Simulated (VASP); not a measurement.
# Hf in VASP: single point with PBE

Aim: the single point of Hf with PBE.

Program: VASP 6.6.1. These are calculated values, not measurements. Logs are shortened: lines on timing, memory, paths and dates and some standing lists are left out, and cuts for length are marked.

## Step 1: The cell of the first run

The cell holds a slab with vacuum, 6 atoms: a = 3.203 Å, b = 5.070 Å, c = 22.473 Å, α = 90.00°, β = 90.00°, γ = 90.00°.

## Step 2: Single point, PBE

INCAR reads:

```
ALGO = Normal ; EDIFF = 1E-7
ENCUT = 520 ; GGA = PE
ISIF = 2 ; ISMEAR = -1
LASPH = True ; LCHARG = False
LREAL = False ; LWAVE = False
NBANDS = 39 ; NELM = 100
PREC = Accurate ; SIGMA = 0.05
```

KPOINTS reads:

```
k-points
0
Gamma
  13 8 1
```

POSCAR reads:

```
Hf
1.0
    3.2031969917      0.0000000000      0.0000000000
    0.0000000000      5.0702495505      0.0000000000
    0.0000000000      0.0000000000     22.4728000000
Hf
6
Direct
    0.7500000000      0.7500000000      0.3611102861
    0.2500000000      0.2500000000      0.4001720238
    0.2500000000      0.7500000000      0.4783484240
    0.7500000000      0.2500000000      0.5216515782
    0.7500000000      0.7500000000      0.5998279615
    0.2500000000      0.2500000000      0.6388897264
```

Potentials or basis: VASP PAW PBE potentials, release 64 (Hf_pv).

Run with:

```console
> cat potpaw_PBE.64/Hf_pv/POTCAR > POTCAR
> mpirun -np 1 vasp_std > vasp.out
```

OUTCAR:

```text
EDIFF = 1E-7
   ENCUT = 520
   GGA = PE
   ISIF = 2
   ISMEAR = -1
   LASPH = True
   LREAL = False
   NELM = 100
   PREC = Accurate

 ion  position               nearest neighbor table
   1  0.750  0.750  0.361-   3 3.08   3 3.08   2 3.12   2 3.12   2 3.12   2 3.12
   2  0.250  0.250  0.400-   3 3.08   3 3.08   1 3.12   1 3.12   1 3.12   1 3.12   4 3.17   4 3.17

   3  0.250  0.750  0.478-   1 3.08   1 3.08   2 3.08   2 3.08   4 3.15   4 3.15   4 3.15   4 3.15
                             5 3.17   5 3.17
   4  0.750  0.250  0.522-   6 3.08   6 3.08   5 3.08   5 3.08   3 3.15   3 3.15   3 3.15   3 3.15
                             2 3.17   2 3.17
   5  0.750  0.750  0.600-   4 3.08   4 3.08   6 3.12   6 3.12   6 3.12   6 3.12   3 3.17   3 3.17

   6  0.250  0.250  0.639-   4 3.08   4 3.08   5 3.12   5 3.12   5 3.12   5 3.12

  LATTYP: Found a simple orthorhombic cell.
 ALAT       =     3.2031969917
 B/A-ratio  =     1.5828716010
 C/A-ratio  =     7.0157408546

  Lattice vectors:

 A1 = (   3.2031969917,   0.0000000000,   0.0000000000)
 A2 = (   0.0000000000,   5.0702495505,   0.0000000000)
 A3 = (   0.0000000000,   0.0000000000,  22.4728000000)

Analysis of symmetry for initial positions (statically):
=====================================================================
 Subroutine PRICEL returns:
 Original cell was already a primitive cell.

 Routine SETGRP: Setting up the symmetry group for a
 simple orthorhombic supercell.

 Subroutine GETGRP returns: Found  8 space group operations
 (whereof  2 operations were pure point group operations)
 out of a pool of  8 trial point group operations.

The static configuration has the point symmetry S_2 .
 The point group associated with its full space group is D_2h.

Analysis of symmetry for dynamics (positions and initial velocities):
=====================================================================
 Subroutine PRICEL returns:
 Original cell was already a primitive cell.

 Routine SETGRP: Setting up the symmetry group for a
 simple orthorhombic supercell.

 Subroutine GETGRP returns: Found  8 space group operations
 (whereof  2 operations were pure point group operations)
 out of a pool of  8 trial point group operations.

The dynamic configuration has the point symmetry S_2 .
 The point group associated with its full space group is D_2h.

 Subroutine INISYM returns: Found  8 space group operations
 (whereof  2 operations are pure point group operations),
 and found     1 'primitive' translations

[... 101 lines left out ...]
   NELM   =    100;   NELMIN=  2; NELMDL= -5     # of ELM steps
   EDIFF  = 0.1E-06   stopping-criterion for ELM
   LREAL  =      F    real-space projection
   EDIFFG = 0.1E-05   stopping-criterion for IOM
   NSW    =      0    number of steps for IOM
   IBRION =     -1    ionic relax: 0-MD 1-quasi-New 2-CG
   NFREE  =      0    steps in history (QN), initial steepest desc. (CG)
   ISIF   =      2    stress and relaxation
   ISYM   =      2    0-nonsym 1-usesym 2-fastsym
   POTIM  = 0.5000    time-step for ionic-motion
   TEBEG  =    0.0;   TEEND  =   0.0 temperature during run
   PSTRESS=    0.0 pullay stress
   NELECT =      60.0000    total number of electrons
   NUPDOWN=      -1.0000    fix difference up-down
   EMIN   =  10.00;   EMAX   =-10.00  energy-range for DOS
   EFERMI =   0.00;   METHOD = LEGACY
   ISMEAR =    -1;   SIGMA  =   0.05  broadening in eV -4-tet -1-fermi 0-gaus
   EFERMI_NEDOS =   21; number of points for ismear=-14 and -15
   IALGO  =     38    algorithm
   IMIX   =      4    mixing-type and parameters
     AMIX     =   0.40;   BMIX     =  1.00
     AMIX_MAG =   1.60;   BMIX_MAG =  1.00
  volume/ion in A,a.u.               =      60.83       410.50
  Fermi-wavevector in a.u.,A,eV,Ry     =   0.896813  1.694731 10.942804  0.804273
  Thomas-Fermi vector in A             =   2.019318
   LORBIT       =      0    0 simple, 1 ext, 2 COOP (PROOUT), +10 PAW based schemes
   GGA     = PE    functional components
   LHFCALC =     F    Hartree Fock is set to
   AEXX    =    0.0000 exact exchange contribution
   IVDW    =     0    specifies the selected vdW correction
   LEPSILON=     F    determine dielectric tensor
   LRPA    =     F    only Hartree local field effects (RPA)
 non-spin polarized calculation
  energy-cutoff  :      520.00
  volume of cell :      364.98
 maximum number of plane-waves:      9906
 NGX is ok and might be reduce to    24
   NGX = 11   NGY = 19   NGZ = 83

 number of electron      60.0000002 magnetization

 Free energy of the ion-electron system (eV)
  ---------------------------------------------------
  ext. energy  EPLUGINS =         0.00000000
  ---------------------------------------------------
  free energy    TOTEN  =       -55.83844623 eV

  energy without entropy =      -55.76620071  energy(sigma->0) =      -55.80232347

 E-fermi :  -0.5197     XC(G=0):  -5.0626

 val. band max:       -0.5252161045   @ k =   0.0769   0.2500   0.0000
 cond. band min:      -0.5138505538   @ k =   0.4615   0.1250   0.0000
 fundamental gap:      0.0113655507
 Fermi energy:        -0.5196889345

 k-point     1 :       0.0000    0.0000    0.0000
  band No.  band energies     occupation
      1     -31.7304      2.00000
      2     -31.7201      2.00000
      3     -31.6918      2.00000
      4     -31.6594      2.00000
      5     -31.3614      2.00000
      6     -31.2507      2.00000
[... 997 lines left out ...]
     38       0.7097      0.00000
     39       1.1334      0.00000

 [... further k-points ...]
[... 5 lines left out ...]
  --------------------------------------------------------------------------------------
  -------------------------------------------------------------------------------------
  Total       -4.4554147     -2.7563966     -0.3352426      0.0000000      0.0000000      0.0000000
  in kB      -19.5581847    -12.0999092     -1.4716335      0.0000000      0.0000000      0.0000000
  external PRESSURE =     -11.0432425 kB  Pullay stress =       0.0000000 kB

 VOLUME and BASIS-vectors are now :
 -----------------------------------------------------------------------------
  energy-cutoff  :      520.00
  volume of cell :      364.98
      direct lattice vectors                 reciprocal lattice vectors
     3.203196992  0.000000000  0.000000000     0.312188105  0.000000000  0.000000000
     0.000000000  5.070249550  0.000000000     0.000000000  0.197228951  0.000000000
     0.000000000  0.000000000 22.472800000     0.000000000  0.000000000  0.044498238

 POSITION                                       TOTAL-FORCE (eV/Angst)
 -----------------------------------------------------------------------------------
      2.40240      3.80269      8.11516         0.000000     -0.000000      0.040957
      0.80080      1.26756      8.99299         0.000000      0.000000      0.017084
      0.80080      3.80269     10.74983         0.000000      0.000000     -0.017880
      2.40240      1.26756     11.72297         0.000000      0.000000      0.017880
      2.40240      3.80269     13.47981         0.000000      0.000000     -0.017084
      0.80080      1.26756     14.35764        -0.000000     -0.000000     -0.040957
 -----------------------------------------------------------------------------------
    total drift:                                0.000000      0.000000      0.000427

  FREE ENERGIE OF THE ION-ELECTRON SYSTEM (eV)
  ---------------------------------------------------
  free  energy   TOTEN  =       -55.8384462338 eV

  energy  without entropy=      -55.7662007070  energy(sigma->0) =      -55.80232347
```

OSZICAR:

```text
N       E                     dE             d eps       ncg     rms          rms(c)
DAV:   1     0.217710650322E+03    0.21771E+03   -0.32935E+04  3826   0.127E+03
DAV:   2    -0.432898235720E+02   -0.26100E+03   -0.25342E+03  3380   0.284E+02
DAV:   3    -0.597542183257E+02   -0.16464E+02   -0.15536E+02  3401   0.503E+01
[... 24 lines left out ...]
DAV:  28    -0.558384428999E+02   -0.30680E-05   -0.10118E-07  2213   0.124E-03    0.421E-03
DAV:  29    -0.558384450726E+02   -0.21727E-05   -0.59593E-08  2067   0.942E-04    0.241E-03
DAV:  30    -0.558384459582E+02   -0.88566E-06   -0.34428E-08  2074   0.708E-04    0.109E-03
DAV:  31    -0.558384461344E+02   -0.17613E-06   -0.92381E-09  1923   0.443E-04    0.675E-04
DAV:  32    -0.558384462338E+02   -0.99455E-07   -0.53683E-09  1882   0.220E-04
   1 F= -.55838446E+02 E0= -.55802323E+02  d E =-.722455E-01
```

stdout:

```text
POSCAR found type information on POSCAR Hf
 POSCAR found :  1 types and       6 ions
 scaLAPACK will be used
 LDA part: xc-table for (Slater+PW92), standard interpolation
 POSCAR, INCAR and KPOINTS ok, starting setup
 FFT: planning ... GRIDC
 FFT: planning ... GRID_SOFT
 FFT: planning ... GRID
 WAVECAR not read
 entering main loop
```

Wall time 19 min (1 thread of AMD EPYC 7R13, shared host); peak memory 0.6 GiB.

Results:

```yaml
Free_energy: -55.8384 eV
Largest_force: 0.041 eV/Å
Band_gap_on_the_k_mesh: zero (bands 30 and 31 overlap by 0.46 eV)
```

Forces in eV/Å, atoms in the order of the input:
```
Hf   0.000  0.000  0.041
Hf   0.000  0.000  0.017
Hf   0.000  0.000 -0.018
Hf   0.000  0.000  0.018
Hf   0.000  0.000 -0.017
Hf   0.000  0.000 -0.041
```

Levels at points of the mesh, in eV from the Fermi level:
```
           k point  band 26  band 27  band 28  band 29  band 30  band 31  band 32  band 33  band 34  band 35
(0.00, 0.00, 0.00)    -0.73    -0.49    -0.44     0.02     0.20     0.89     0.90     0.91     1.23     1.42
(0.00, 0.50, 0.00)    -0.83    -0.76    -0.76     0.05     0.05     0.30     0.30     0.56     0.56     1.14
```

Caveat: spin-orbit coupling is left out, which moves the levels of the heavy elements.
